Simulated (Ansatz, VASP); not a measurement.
One calculation of MgTeF6, two programs

The input INCAR:

```
PREC = Accurate
ENCUT = 600
EDIFF = 1E-7
ISMEAR = 0
SIGMA = 0.1
LREAL = False
LASPH = True
NELM = 100
ALGO = Normal
ISIF = 3
LWAVE = False
LCHARG = False
GGA = PE
IBRION = 2
NSW = 90
EDIFFG = -0.04
```

The input KPOINTS:

```
Automatic mesh
0
Gamma
  6 6 4
```

Contents of POSCAR:

```
MgTeF6
1.0
    3.4648466689      0.0000000000      0.0000000000
    0.0000000000      3.4648466689      0.0000000000
    0.0000000000      0.0000000000      7.2142187427
Mg Te F
1 1 6
Direct
    0.0000000000      0.0000000000      0.0000000000
    0.0000000000      0.0000000000      0.5000000000
    0.5000000000      0.5000000000      0.0000000000
    0.5000000000      0.5000000000      0.5000000000
    0.5000000000      0.0000000000      0.2791476558
    0.5000000000      0.0000000000      0.7208523442
    0.0000000000      0.5000000000      0.2791476558
    0.0000000000      0.5000000000      0.7208523442
```

Input for Ansatz:

```yaml
crystal:
  lattice:
    - [3.4648466689, 0.0, 0.0]
    - [0.0, 3.4648466689, 0.0]
    - [0.0, 0.0, 7.2142187427]
  atoms:
    - { symbol: Mg, position: [0.0, 0.0, 0.0] }
    - { symbol: Te, position: [0.0, 0.0, 0.5] }
    - { symbol: F, position: [0.5, 0.5, 0.0] }
    - { symbol: F, position: [0.5, 0.5, 0.5] }
    - { symbol: F, position: [0.5, 0.0, 0.2791476558] }
    - { symbol: F, position: [0.5, 0.0, 0.7208523442] }
    - { symbol: F, position: [0.0, 0.5, 0.2791476558] }
    - { symbol: F, position: [0.0, 0.5, 0.7208523442] }
basis:
  ecutwfc: 420
kpoints:
  mp_grid: { grid: [6, 6, 4] }
hamiltonian:
  xc: pbe
scf:
  occupations: { method: gaussian, width: 0.1 }
  lower_state_search: "off"
output:
  forces: true
  stress: true
  eigenvalues: true
relax:
  adjacent_minimum: "off"
  f_tol: 0.04
  max_steps: 70
  cell: { stress_tol: 0.4 }
```

Change from the starting cell: species swapped into the MnCrPt6 type (P4/mmm, No. 123).

Alike in both runs: task relaxation of cell and atoms; functional PBE; k mesh 6 × 6 × 4; occupations gaussian, width 0.1 eV; no spin polarisation.

|  | VASP | Ansatz |
| --- | --- | --- |
| version | VASP 6.6.1 | Ansatz 0.2.0 |
| potentials or method | VASP PAW PBE potentials, release 64 (Mg, Te, F), cutoff 600 eV | scalar-relativistic, plane waves, PAW |
| valence electrons in the cell | 50 | 68 |

```tsv
	VASP	Ansatz	Ansatz less VASP
gap on the k mesh at the Fermi level, each at its own relaxed structure (eV)	1.81	1.82	+0.007
relaxed volume (Å³/atom)	10.72	10.83	+0.108
relaxed length of the cell vector where the two differ most in proportion (Å)	7.189	7.214	+0.0255
```

VASP's potentials hold 50 valence electrons a cell and Ansatz's 68, so a difference there can come from the potentials and not from the codes.

Spin-orbit coupling is off throughout.
